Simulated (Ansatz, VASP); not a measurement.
# BN: VASP beside Ansatz

Contents of INCAR:

```
PREC     = Accurate       # precision mode
ENCUT    = 520            # plane-wave cutoff, eV
EDIFF    = 1E-7           # SCF threshold, eV
ISMEAR   = 0              # smearing method
SIGMA    = 0.05           # smearing width, eV
LREAL    = False          # projectors in reciprocal space
LASPH    = True           # aspherical terms in the spheres
NELM     = 80             # most SCF steps
ALGO     = Normal         # electronic algorithm
ISIF     = 2              # what is computed and relaxed
LWAVE    = False          # write WAVECAR
LCHARG   = False          # write CHGCAR
GGA      = PE             # functional
NBANDS   = 16             # bands
```

File KPOINTS:

```
regular mesh
0
Gamma
  6 6 6
```

The input POSCAR:

```
BN
1.0
    0.0000000000     -1.8123937734     -1.8607846871
   -1.8607846871      0.0000000000     -1.8607846871
    1.8607846871      1.8123937734     -3.7215693743
B N
2 2
Direct
   -0.0047981010      0.0213932330      0.0000000000
    0.5047981010      0.4786067670      0.5000000000
    0.3700897898      0.3968930928      0.8750000000
    0.8799102102      0.8531069072      0.3750000000
```

Input for Ansatz:

```yaml
crystal:
  lattice:
    - [0.0, -1.8123937734, -1.8607846871]
    - [-1.8607846871, 0.0, -1.8607846871]
    - [1.8607846871, 1.8123937734, -3.7215693743]
  atoms:
    - { symbol: B, position: [-0.004798101, 0.021393233, 0.0] }
    - { symbol: B, position: [0.504798101, 0.478606767, 0.5] }
    - { symbol: "N", position: [0.3700897898, 0.3968930928, 0.875] }
    - { symbol: "N", position: [0.8799102102, 0.8531069072, 0.375] }
basis:
  ecutwfc: 520.0
kpoints:
  mp_grid: { grid: [6, 6, 6] }
hamiltonian:
  xc: pbe
scf:
  occupations: { method: gaussian, width: 0.05 }
output:
  forces: true
  stress: true
  eigenvalues: true
```

Change from the starting cell: mode 4 frozen in at -0.051 Å, equal normal strain along x and y +0.0267.

Alike in both runs: task single point; functional PBE; k mesh 6 × 6 × 6; occupations gaussian, width 0.05 eV; no spin polarisation.

|  | VASP | Ansatz |
| --- | --- | --- |
| version | VASP 6.6.1 | Ansatz 0.2.0 |
| potentials or method | VASP PAW PBE potentials, release 64 (B, N), cutoff 520 eV | scalar-relativistic, plane waves, PAW |
| valence electrons in the cell | 16 | 16 |

VASP gave:

| Item | Value |
| --- | --- |
| gap on the k mesh at the Fermi level (eV) | 3.94 |
| least direct gap on the mesh (eV) | 5.72 |
| pressure (GPa) | -17.7 |
| traceless stress, the component that is largest in VASP (GPa) | 10.31 |
| rms of the force components (eV/Å) | 0.320 |

Question: Estimate Ansatz's values.

Answer: gap on the k mesh at the Fermi level (eV): 3.95; least direct gap on the mesh (eV): 5.73; pressure (GPa): -17.8; traceless stress, the component that is largest in VASP (GPa): 10.31; rms of the force components (eV/Å): 0.320.

Atom by atom the forces differ by 0.000 eV/Å (rms over components).

The k mesh is coarse, so the values compare programs but aren't converged.
